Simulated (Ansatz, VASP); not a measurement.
## Two plane-wave programs on LiCl

POSCAR

```
LiCl
1.0
    0.0000000000      2.5820966653      2.5820966653
    2.5820966653      0.0000000000      2.5820966653
    2.5820966653      2.5820966653      0.0000000000
Li Cl
1 1
Direct
    0.0000000000      0.0000000000      0.0000000000
    0.5000000000      0.5000000000      0.5000000000
```

File INCAR.step1:

```
  PREC = Accurate
  ENCUT = 520
  ISMEAR = 0
  SIGMA = 0.01
  LREAL = False
  LASPH = True
  NELM = 80
  NBANDS = 12
  GGA = PE
  ALGO = Normal
  EDIFF = 1E-4
  LWAVE = True
  LCHARG = False
```

Contents of INCAR.step2:

```
  PREC = Accurate
  ENCUT = 520
  EDIFF = 1E-6
  ISMEAR = 0
  SIGMA = 0.01
  LREAL = False
  LASPH = True
  NELM = 80
  ALGO = Normal
  ISIF = 2
  LWAVE = False
  LCHARG = False
  METAGGA = R2SCAN
  LMIXTAU = True
  NBANDS = 12
  ISTART = 1
```

The input KPOINTS:

```
regular mesh
0
Gamma
  8 8 8
```

Input for Ansatz:

```yaml
crystal:
  lattice:
    - [0.0, 2.5820966653, 2.5820966653]
    - [2.5820966653, 0.0, 2.5820966653]
    - [2.5820966653, 2.5820966653, 0.0]
  atoms:
    - { symbol: Li, position: [0.0, 0.0, 0.0] }
    - { symbol: Cl, position: [0.5, 0.5, 0.5] }
kpoints:
  mp_grid: { grid: [8, 8, 8] }
  band_path:
    path:
      - [0.0, 0.0, 0.0]
      - [0.5, 0.0, 0.5]
      - [0.625, 0.25, 0.625]
      - [0.375, 0.375, 0.75]
      - [0.5, 0.5, 0.5]
      - [0.5, 0.25, 0.75]
      - [-0.072917, 0.0, 0.072917]
    npoints: 1
hamiltonian:
  xc: r2scan
scf:
  occupations: { method: fixed }
  n_extra_bands: 4
output:
  forces: true
  stress: true
  eigenvalues: true
```

Change from the starting cell: hydrostatic strain +1.0%.

Alike in both runs: task single point; functional r2SCAN; k mesh 8 × 8 × 8; no spin polarisation.

|  | VASP | Ansatz |
| --- | --- | --- |
| version | VASP 6.6.1 | Ansatz 0.2.0 |
| potentials or method | VASP PAW PBE potentials, release 64 (Li_sv, Cl) | plane waves, PAW |
| plane-wave cutoff (eV) | 520 | 500 |
| occupations | gaussian, width 0.01 eV | fixed |
| valence electrons in the cell | 10 | 10 |

```tsv
	VASP	Ansatz	Ansatz less VASP
gap on the k mesh at the Fermi level (eV)	7.17	7.10	-0.066
```

VASP's potentials were made for PBE, not for r2SCAN.

Noted on VASP's run: the cutoff is short for stress, so the pressure is rough.
